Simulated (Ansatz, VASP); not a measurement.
One calculation of PbSe, two programs

```
Pb Se
1.0
     5.15500    0.00000    0.00000
    -2.57750    4.46436    0.00000
     0.00000    0.00000    6.20030
Pb Se
2 2
Direct
  0.33333 0.66667 0.93514
  0.66667 0.33333 0.43514
  0.33333 0.66667 0.43986
  0.66667 0.33333 0.93986
```

Alike in both runs: task single point; functional PBE; k mesh 6 × 6 × 4; no spin polarisation.

|  | VASP | Ansatz |
| --- | --- | --- |
| version | VASP 6.6.1 | Ansatz 0.2.0 |
| potentials or method | VASP PAW PBE potentials, release 64 (Pb_d, Se) | plane waves, PAW |
| plane-wave cutoff (eV) | 520 | 420 |
| occupations | gaussian, width 0.01 eV | fixed |
| valence electrons in the cell | 40 | 60 |

Ansatz gave:

```
gap on the k mesh at the Fermi level (eV) : 1.15
pressure (GPa)                            : 1.2
rms of the force components (eV/Å)        : 0.005
```

Q: What did VASP give for the same quantities?

A: gap on the k mesh at the Fermi level (eV): 1.15; pressure (GPa): 1.2; rms of the force components (eV/Å): 0.006.

Atom by atom the forces differ by 0.000 eV/Å (rms over components). VASP's potentials hold 40 valence electrons a cell and Ansatz's 60, so a difference there can come from the potentials and not from the codes.

Neither program's run includes spin-orbit coupling.
